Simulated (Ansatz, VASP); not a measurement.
Two plane-wave programs on ScAl3N4

```
CELL_PARAMETERS angstrom
4.21981 0.00000 0.00000
0.00000 4.21981 0.00000
0.00000 0.00000 4.21981
ATOMIC_POSITIONS crystal
Sc 0.00000 0.00000 0.00000
Al 0.00000 0.50000 0.50000
Al 0.50000 0.00000 0.50000
Al 0.50000 0.50000 0.00000
N 0.50000 0.00000 0.00000
N 0.50000 0.50000 0.50000
N 0.00000 0.00000 0.50000
N 0.00000 0.50000 0.00000
```

Change from the starting cell: species swapped into the Mg3ZnO4 type (Pm-3m, No. 221).

Alike in both runs: functional PBE; k mesh 3 × 3 × 3; occupations gaussian, width 0.15 eV; no spin polarisation.

Ansatz relaxed the structure, and its values are those at the end. VASP's run is a single point on that final structure, the one shown.

```csv
,VASP,Ansatz
version,VASP 6.6.1,Ansatz 0.2.0
potentials or method,"VASP PAW PBE potentials, release 64 (Sc_sv, Al, N), cutoff 600 eV","scalar-relativistic, plane waves, PAW"
valence electrons in the cell,40,40
```

```tsv
	VASP	Ansatz	Ansatz less VASP
gap on the k mesh at the Fermi level (eV)	2.06	2.08	+0.021
least direct gap on the mesh (eV)	2.06	2.08	+0.021
pressure (GPa)	-0.2	-0.5	-0.25
```

With one functional, cell and mesh, what is left measures potentials, basis and numerics.

The k mesh is coarse, so the values compare programs but aren't converged.
